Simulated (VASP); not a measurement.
Runs of VASP 6.6.1 on Al. The structure is that of space group I4/mmm (No. 139), or close to it. The cells are those of the table. 

```tsv
cell	gap on the mesh (eV)	pressure (GPa)
a = 3.042, b = 3.042, c = 2.623 Å, angles 64.5, 64.5, 51.1°, 1 atom	none	3.6
a = 2.789, b = 2.789, c = 3.109 Å, angles 56.1, 56.1, 67.8°, 1 atom	none	-0.2
a = 2.915, b = 2.915, c = 2.773 Å, angles 61.6, 61.6, 56.8°, 1 atom	none	-1.2
a = 2.787, b = 2.787, c = 3.304 Å, angles 53.6, 53.6, 72.7°, 1 atom	none	0.0
a = 2.804, b = 2.804, c = 3.022 Å, angles 57.4, 57.4, 65.2°, 1 atom	none	(b)
a = 2.828, b = 2.828, c = 2.943 Å, angles 58.6, 58.6, 62.7°, 1 atom	none	-1.4
a = 2.975, b = 2.975, c = 2.694 Å, angles 63.1, 63.1, 53.8°, 1 atom	none	0.7
a = 3.123, b = 3.123, c = 2.550 Å, angles 65.9, 65.9, 48.2°, 1 atom	none	(c)
a = 3.188, b = 3.188, c = 2.500 Å, angles 66.9, 66.9, 46.2°, 1 atom	none	(a)
```

Alike in all rows: task single point; level PBEsol; potentials or basis VASP PAW PBE potentials, release 64 (Al); no spin polarisation; k mesh 22 × 22 × 22; cutoff (eV) 520; smearing gaussian 0.15 eV.

Problem. Estimate the missing entries.

Solution. (a) 10.9; (b) -0.7; (c) 7.5.

Caveats: the PAW data sets were made with another functional, which shifts forces and pressure a little.

A gap of «none» marks levels without a gap at the run's occupations.
